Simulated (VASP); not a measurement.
Input of a VASP 6.6.1 run:

INCAR

```
PREC = Accurate
ENCUT = 520
EDIFF = 1E-6
ISMEAR = 0
SIGMA = 0.1
LREAL = F
LASPH = T
NELM = 100
ALGO = Normal
ISIF = 2
LWAVE = F
LCHARG = F
GGA = PE
NBANDS = 31
```

Contents of KPOINTS:

```
regular mesh
0
Gamma
  18 18 2
```

Contents of POSCAR:

```
SiC4
1.0
    2.4699213893      0.0000000000      0.0000000000
   -1.2349606946      2.1390146685      0.0000000000
    0.0000000000      0.0000000000     26.6549213002
Si C
2 8
Direct
    0.6666666667      0.3333333333      0.1674906007
    0.3333333333      0.6666666667      0.8325093993
    0.6666666667      0.3333333333      0.0000008050
    0.6666666667      0.3333333333      0.3352341532
    0.6666666667      0.3333333333      0.4999999032
    0.6666666667      0.3333333333      0.6647612476
    0.3333333333      0.6666666667      0.9999991950
    0.3333333333      0.6666666667      0.3352387524
    0.3333333333      0.6666666667      0.5000000968
    0.3333333333      0.6666666667      0.6647658468
```

Potentials or basis: VASP PAW PBE potentials, release 64 (Si, C).

Launch:

```console
$ cat potpaw_PBE.64/Si/POTCAR potpaw_PBE.64/C/POTCAR > POTCAR
$ mpirun -np 1 vasp_std > vasp.out
```

Predict the pressure.

0.2 GPa.

What does it give for the band gap on the k mesh?

Zero (bands 20 and 21 overlap by 0.98 eV).

Stress tensor (GPa, compression positive):
```
 0.31  0.00  0.00
 0.00  0.31  0.00
 0.00  0.00 -0.01
```
